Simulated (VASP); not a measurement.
# SiW (zincblende type) (F-43m) in VASP: notebook

The runs below take SiW (zincblende type) through single point, relaxation of cell and atoms, with PBE.

All numbers are computed with VASP 6.6.1; they aren't measurements. Logs are shortened: lines on timing, memory, paths and dates and some standing lists are left out, and cuts for length are marked.

**1. The cell of the first run**

It takes space group F-43m (No. 216, cubic). The conventional cell has a = 4.674 Å, b = 4.674 Å, c = 4.674 Å, α = 90.00°, β = 90.00°, γ = 90.00°. Within 2.7 Å of W (site symmetry -43m) lie 4 Si at 2.02 Å. Si (site symmetry -43m) has 4 W at 2.02 Å within 2.7 Å.

**2. Single point, PBE**

Contents of INCAR:

```
  PREC = Accurate
  ENCUT = 520
  EDIFF = 1E-7
  ISMEAR = -1
  SIGMA = 0.1
  LREAL = F
  LASPH = T
  NELM = 80
  ALGO = Normal
  ISIF = 2
  LWAVE = F
  LCHARG = F
  GGA = PE
  NBANDS = 16
```

Contents of KPOINTS:

```
regular mesh
0
Gamma
  13 13 13
```

Contents of POSCAR:

```
SiW
1.0
    0.0000000000      2.3371222826      2.3371222826
    2.3371222826      0.0000000000      2.3371222826
    2.3371222826      2.3371222826      0.0000000000
W Si
1 1
Direct
    0.0000000000      0.0000000000      0.0000000000
    0.2500000000      0.2500000000      0.2500000000
```

Potentials or basis: VASP PAW PBE potentials, release 64 (W_sv, Si).

Launch:

```console
cat potpaw_PBE.64/W_sv/POTCAR potpaw_PBE.64/Si/POTCAR > POTCAR
mpirun -np 1 vasp_std > vasp.out
```

OUTCAR:

```text
PREC = Accurate
   ENCUT = 520
   EDIFF = 1E-7
   ISMEAR = -1
   LREAL = F
   LASPH = T
   NELM = 80
   ISIF = 2
   GGA = PE

 ion  position               nearest neighbor table
   1  0.000  0.000  0.000-   2 2.02   2 2.02   2 2.02   2 2.02
   2  0.250  0.250  0.250-   1 2.02   1 2.02   1 2.02   1 2.02

  LATTYP: Found a face centered cubic cell.
 ALAT       =     4.6742445652

  Lattice vectors:

 A1 = (   0.0000000000,   2.3371222826,   2.3371222826)
 A2 = (   2.3371222826,   0.0000000000,   2.3371222826)
 A3 = (   2.3371222826,   2.3371222826,   0.0000000000)

Analysis of symmetry for initial positions (statically):
=====================================================================
 Subroutine PRICEL returns:
 Original cell was already a primitive cell.

 Routine SETGRP: Setting up the symmetry group for a
 face centered cubic supercell.

 Subroutine GETGRP returns: Found 24 space group operations
 (whereof 24 operations were pure point group operations)
 out of a pool of 48 trial point group operations.

The static configuration has the point symmetry T_d .

Analysis of symmetry for dynamics (positions and initial velocities):
=====================================================================
 Subroutine PRICEL returns:
 Original cell was already a primitive cell.

 Routine SETGRP: Setting up the symmetry group for a
 face centered cubic supercell.

 Subroutine GETGRP returns: Found 24 space group operations
 (whereof 24 operations were pure point group operations)
 out of a pool of 48 trial point group operations.

The dynamic configuration has the point symmetry T_d .

 Subroutine INISYM returns: Found 24 space group operations
 (whereof 24 operations are pure point group operations),
 and found     1 'primitive' translations

----------------------------------------------------------------------------------------

                                     Primitive cell

  volume of cell :      25.5314

  direct lattice vectors                    reciprocal lattice vectors
     0.000000000  2.337122283  2.337122283    -0.213938314  0.213938314  0.213938314
     2.337122283  0.000000000  2.337122283     0.213938314 -0.213938314  0.213938314
     2.337122283  2.337122283  0.000000000     0.213938314  0.213938314 -0.213938314

  length of vectors
     3.305190029  3.305190029  3.305190029     0.370552029  0.370552029  0.370552029

  position of ions in fractional coordinates (direct lattice)
     0.000000000  0.000000000  0.000000000
     0.250000000  0.250000000  0.250000000

  ion indices of the primitive-cell ions
   primitive index   ion index
                 1           1
                 2           2

----------------------------------------------------------------------------------------

 KPOINTS: regular mesh

Automatic generation of k-mesh.
 Grid dimensions read from file:
 generate k-points for:   13   13   13

 Generating k-lattice:

  Cartesian coordinates                     Fractional coordinates (reciprocal lattice)
    -0.016456793  0.016456793  0.016456793     0.076923077  0.000000000  0.000000000
     0.016456793 -0.016456793  0.016456793     0.000000000  0.076923077  0.000000000
     0.016456793  0.016456793 -0.016456793     0.000000000  0.000000000  0.076923077

  Length of vectors
     0.028504002  0.028504002  0.028504002

  Shift w.r.t. Gamma in fractional coordinates (k-lattice)
     0.000000000  0.000000000  0.000000000

 Subroutine IBZKPT returns following result:
 ===========================================

 Found     84 irreducible k-points:

 Following reciprocal coordinates:
            Coordinates               Weight
  0.000000  0.000000  0.000000      1.000000
  0.076923  0.000000  0.000000      8.000000
  0.153846  0.000000  0.000000      8.000000
  0.230769  0.000000  0.000000      8.000000
  0.307692  0.000000  0.000000      8.000000
  0.384615  0.000000  0.000000      8.000000
[... 16 lines left out ...]
  0.384615  0.153846  0.000000     24.000000
  0.461538  0.153846  0.000000     24.000000
 [... further k-points ...]
   k-points           NKPTS =     84   k-points in BZ     NKDIM =     84   number of bands    NBANDS=     16
   number of dos      NEDOS =    301   number of ions     NIONS =      2
   total plane-waves  NPLWV =  21952
   dimension x,y,z NGX =    28 NGY =   28 NGZ =   28
   dimension x,y,z NGXF=    56 NGYF=   56 NGZF=   56
   ions per type =               1   1
   NGX,Y,Z   is equivalent  to a cutoff of  14.08, 14.08, 14.08 a.u.
   NGXF,Y,Z  is equivalent  to a cutoff of  28.17, 28.17, 28.17 a.u.
 SYSTEM =  unknown system
   PREC   = accura    normal or accurate (medium, high low for compatibility)
   ISTART =      0    job   : 0-new  1-cont  2-samecut
   ICHARG =      2    charge: 1-file 2-atom 10-const
   ISPIN  =      1    spin polarized calculation?
   LNONCOLLINEAR =      F non collinear calculations
   LSORBIT =      F    spin-orbit coupling
   LASPH  =      T    aspherical Exc in radial PAW
   ENCUT  =  520.0 eV  38.22 Ry    6.18 a.u.   6.15  6.15  6.15*2*pi/ulx,y,z
   NELM   =     80;   NELMIN=  2; NELMDL= -5     # of ELM steps
   EDIFF  = 0.1E-06   stopping-criterion for ELM
   LREAL  =      F    real-space projection
   EDIFFG = 0.1E-05   stopping-criterion for IOM
   NSW    =      0    number of steps for IOM
   IBRION =     -1    ionic relax: 0-MD 1-quasi-New 2-CG
   NFREE  =      0    steps in history (QN), initial steepest desc. (CG)
   ISIF   =      2    stress and relaxation
   ISYM   =      2    0-nonsym 1-usesym 2-fastsym
   POTIM  = 0.5000    time-step for ionic-motion
   TEBEG  =    0.0;   TEEND  =   0.0 temperature during run
   PSTRESS=    0.0 pullay stress
   NELECT =      18.0000    total number of electrons
   NUPDOWN=      -1.0000    fix difference up-down
   EMIN   =  10.00;   EMAX   =-10.00  energy-range for DOS
   EFERMI =   0.00;   METHOD = LEGACY
   ISMEAR =    -1;   SIGMA  =   0.10  broadening in eV -4-tet -1-fermi 0-gaus
   EFERMI_NEDOS =   21; number of points for ismear=-14 and -15
   IALGO  =     38    algorithm
   IMIX   =      4    mixing-type and parameters
     AMIX     =   0.40;   BMIX     =  1.00
     AMIX_MAG =   1.60;   BMIX_MAG =  1.00
  volume/ion in A,a.u.               =      12.77        86.15
  Fermi-wavevector in a.u.,A,eV,Ry     =   1.457049  2.753424 28.885067  2.122993
  Thomas-Fermi vector in A             =   2.573896
   LORBIT       =      0    0 simple, 1 ext, 2 COOP (PROOUT), +10 PAW based schemes
   GGA     = PE    functional components
   LHFCALC =     F    Hartree Fock is set to
   AEXX    =    0.0000 exact exchange contribution
   IVDW    =     0    specifies the selected vdW correction
   LEPSILON=     F    determine dielectric tensor
   LRPA    =     F    only Hartree local field effects (RPA)
 non-spin polarized calculation
  energy-cutoff  :      520.00
  volume of cell :       25.53
 maximum number of plane-waves:       701
 NGX is ok and might be reduce to    28
   NGX = 13   NGY = 13   NGZ = 13

 number of electron      18.0000000 magnetization

 Free energy of the ion-electron system (eV)
  ---------------------------------------------------
  ext. energy  EPLUGINS =         0.00000000
  ---------------------------------------------------
  free energy    TOTEN  =        -9.49933518 eV

  energy without entropy =       -9.45713984  energy(sigma->0) =       -9.47823751

 E-fermi :  11.8163     XC(G=0): -12.9850

 val. band max:       11.8077251143   @ k =   0.3077   0.0769   0.0000
 cond. band min:      11.8327366063   @ k =  -0.3846   0.4615   0.0769
 fundamental gap:      0.0250114919
 Fermi energy:        11.8163169571

 k-point     1 :       0.0000    0.0000    0.0000
  band No.  band energies     occupation
      1     -61.0691      2.00000
      2     -25.6557      2.00000
      3     -25.6557      2.00000
      4     -25.6557      2.00000
      5      -0.2500      2.00000
      6       7.6260      2.00000
[... 8 lines left out ...]
     15      27.7144      0.00000
     16      29.0081      0.00000

 k-point     2 :       0.0769    0.0000    0.0000
  band No.  band energies     occupation
      1     -61.0680      2.00000
      2     -25.6769      2.00000
      3     -25.6586      2.00000
      4     -25.6586      2.00000
      5      -0.0921      2.00000
      6       7.5356      2.00000
[... 8 lines left out ...]
     15      27.3765      0.00000
     16      28.3241      0.00000

 k-point     3 :       0.1538    0.0000    0.0000
  band No.  band energies     occupation
      1     -61.0651      2.00000
      2     -25.7352      2.00000
      3     -25.6664      2.00000
      4     -25.6664      2.00000
      5       0.3606      2.00000
      6       7.3123      2.00000
[... 8 lines left out ...]
     15      25.3564      0.00000
     16      26.8267      0.00000

 k-point     4 :       0.2308    0.0000    0.0000
  band No.  band energies     occupation
      1     -61.0609      2.00000
      2     -25.8163      2.00000
      3     -25.6774      2.00000
      4     -25.6774      2.00000
      5       1.0399      2.00000
      6       7.0704      2.00000
[... 8 lines left out ...]
     15      24.4752      0.00000
     16      25.5867      0.00000

 k-point     5 :       0.3077    0.0000    0.0000
  band No.  band energies     occupation
      1     -61.0566      2.00000
      2     -25.9010      2.00000
      3     -25.6891      2.00000
      4     -25.6891      2.00000
      5       1.8161      2.00000
      6       6.9419      2.00000
[... 8 lines left out ...]
     15      25.7591      0.00000
     16      25.8563      0.00000

 k-point     6 :       0.3846    0.0000    0.0000
  band No.  band energies     occupation
      1     -61.0529      2.00000
      2     -25.9702      2.00000
      3     -25.6988      2.00000
      4     -25.6988      2.00000
      5       2.4911      2.00000
      6       7.0192      2.00000
[... 8 lines left out ...]
     15      26.9162      0.00000
     16      26.9162      0.00000

 k-point     7 :       0.4615    0.0000    0.0000
  band No.  band energies     occupation
      1     -61.0509      2.00000
      2     -26.0089      2.00000
      3     -25.7042      2.00000
      4     -25.7042      2.00000
      5       2.8697      2.00000
      6       7.2121      2.00000
[... 8 lines left out ...]
     15      27.7020      0.00000
     16      27.7020      0.00000

 k-point     8 :       0.0769    0.0769    0.0000
  band No.  band energies     occupation
      1     -61.0676      2.00000
      2     -25.6768      2.00000
      3     -25.6631      2.00000
      4     -25.6631      2.00000
      5      -0.0391      2.00000
      6       7.4621      2.00000
[... 8 lines left out ...]
     15      27.7784      0.00000
     16      27.8599      0.00000

 k-point     9 :       0.1538    0.0769    0.0000
  band No.  band energies     occupation
      1     -61.0653      2.00000
      2     -25.7201      2.00000
      3     -25.6724      2.00000
      4     -25.6686      2.00000
      5       0.3167      2.00000
      6       7.2630      2.00000
[... 8 lines left out ...]
     15      25.8427      0.00000
     16      26.7656      0.00000
[... 172 lines left out ...]
 k-point    19 :      -0.0769    0.0769    0.0000
  band No.  band energies     occupation
      1     -61.0663      2.00000
      2     -25.7059      2.00000
      3     -25.6708      2.00000
      4     -25.6599      2.00000
      5       0.1648      2.00000
      6       7.3844      2.00000
[... 8 lines left out ...]
     15      26.2291      0.00000
     16      26.9289      0.00000

 k-point    20 :       0.1538    0.1538    0.0000
  band No.  band energies     occupation
      1     -61.0637      2.00000
      2     -25.7343      2.00000
      3     -25.6835      2.00000
      4     -25.6835      2.00000
      5       0.5690      2.00000
      6       7.0353      2.00000
[... 8 lines left out ...]
     15      25.4689      0.00000
     16      26.4109      0.00000

 k-point    21 :       0.2308    0.1538    0.0000
  band No.  band energies     occupation
      1     -61.0606      2.00000
      2     -25.7869      2.00000
      3     -25.6970      2.00000
      4     -25.6947      2.00000
      5       1.0850      2.00000
      6       6.7831      2.00000
[... 8 lines left out ...]
     15      24.3244      0.00000
     16      25.8476      0.00000

 k-point    22 :       0.3077    0.1538    0.0000
  band No.  band energies     occupation
      1     -61.0567      2.00000
      2     -25.8563      2.00000
      3     -25.7098      2.00000
      4     -25.7087      2.00000
      5       1.7881      2.00000
      6       6.5968      2.00000
[... 8 lines left out ...]
     15      24.4100      0.00000
     16      25.5804      0.00000

 k-point    23 :       0.3846    0.1538    0.0000
  band No.  band energies     occupation
      1     -61.0530      2.00000
      2     -25.9223      2.00000
      3     -25.7263      2.00000
      4     -25.7191      2.00000
      5       2.5383      2.00000
      6       6.5584      2.00000
[... 8 lines left out ...]
     15      25.2200      0.00000
     16      25.8645      0.00000

 k-point    24 :       0.4615    0.1538    0.0000
  band No.  band energies     occupation
      1     -61.0502      2.00000
      2     -25.9699      2.00000
      3     -25.7438      2.00000
      4     -25.7227      2.00000
      5       3.1299      2.00000
      6       6.7050      2.00000
[... 8 lines left out ...]
     15      26.0406      0.00000
     16      26.3344      0.00000

 [... further k-points ...]
[... 5 lines left out ...]
  --------------------------------------------------------------------------------------
  -------------------------------------------------------------------------------------
  Total       25.6971879     25.6971879     25.6971879      0.0000000      0.0000000      0.0000000
  in kB     1612.5822603   1612.5822603   1612.5822603      0.0000000      0.0000000      0.0000000
  external PRESSURE =    1612.5822603 kB  Pullay stress =       0.0000000 kB

 VOLUME and BASIS-vectors are now :
 -----------------------------------------------------------------------------
  energy-cutoff  :      520.00
  volume of cell :       25.53
      direct lattice vectors                 reciprocal lattice vectors
     0.000000000  2.337122283  2.337122283    -0.213938314  0.213938314  0.213938314
     2.337122283  0.000000000  2.337122283     0.213938314 -0.213938314  0.213938314
     2.337122283  2.337122283  0.000000000     0.213938314  0.213938314 -0.213938314

 POSITION                                       TOTAL-FORCE (eV/Angst)
 -----------------------------------------------------------------------------------
      0.00000      0.00000      0.00000        -0.000000     -0.000000     -0.000000
      1.16856      1.16856      1.16856         0.000000      0.000000      0.000000
 -----------------------------------------------------------------------------------
    total drift:                               -0.000000     -0.000000     -0.000000

  FREE ENERGIE OF THE ION-ELECTRON SYSTEM (eV)
  ---------------------------------------------------
  free  energy   TOTEN  =        -9.4993351759 eV

  energy  without entropy=       -9.4571398416  energy(sigma->0) =       -9.47823751
```

Run time: 18 s. Hardware: 1 thread of Intel Xeon 6975P-C (Granite Rapids), shared host; peak memory 0.18 GiB.

Results:

```yaml
Free_energy: -9.4993 eV
Pressure: 161.3 GPa
Band_gap_on_the_k_mesh: zero (band 9 reaches 12.59 eV, above the bottom of band 10 at 11.06 eV)
```

Levels at points of the mesh, in eV from the Fermi level:
```tsv
k point	band 7	band 8	band 9	band 10	band 11	band 12
(0.00, 0.00, 0.00)	-4.19	-4.19	-0.57	-0.57	8.62	8.88
```

Caveat: spin-orbit coupling is left out, which moves the levels of the heavy elements.

(Continued in part 2 of 2.)
